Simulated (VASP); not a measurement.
Here is a VASP 6.6.1 calculation.

Contents of POSCAR:

```
BP
1.0
    0.0000000000      2.2690000000      2.0874800000
    2.2690000000      0.0000000000      2.0874800000
    2.2690000000      2.2690000000      0.0000000000
B P
1 1
Direct
    0.0000000000      0.0000000000      0.0000000000
    0.7500000000      0.7500000000      0.7500000000
```

Contents of INCAR.step1:

```
SYSTEM = BP
ALGO = Normal
EDIFF = 1E-4
ENCUT = 520
GGA = PE
ISMEAR = 0
LASPH = .True.
LCHARG = .False.
LREAL = .False.
LWAVE = .True.
NBANDS = 11
NELM = 100
PREC = Accurate
SIGMA = 0.05
```

The input INCAR.step2:

```
SYSTEM = BP
ALGO = Normal
EDIFF = 1E-6
ENCUT = 520
ISIF = 2
ISMEAR = 0
ISTART = 1
LASPH = .True.
LCHARG = .False.
LMIXTAU = .True.
LREAL = .False.
LWAVE = .False.
METAGGA = R2SCAN
NBANDS = 11
NELM = 100
PREC = Accurate
SIGMA = 0.05
```

File KPOINTS:

```
k-points
0
Gamma
  10 10 10
  0 0 0
```

Potentials or basis: VASP PAW PBE potentials, release 64 (B, P).

Launch:

```bash
$ cat potpaw_PBE.64/B/POTCAR potpaw_PBE.64/P/POTCAR > POTCAR
$ cp INCAR.step1 INCAR
$ mpirun -np 1 vasp_std > vasp.out
$ cp INCAR.step2 INCAR
$ mpirun -np 1 vasp_std > vasp.out
```

(1) Estimate the pressure.

(2) Predict the band gap on the k mesh.

Results:

(1) 15.5 GPa.

(2) zero (filled and empty bands touch).

Caveat: the cell differs from its parent crystal (strain +0.000 along x and y, -0.080 along z); the PAW data sets were made with another functional, which shifts forces and pressure a little.
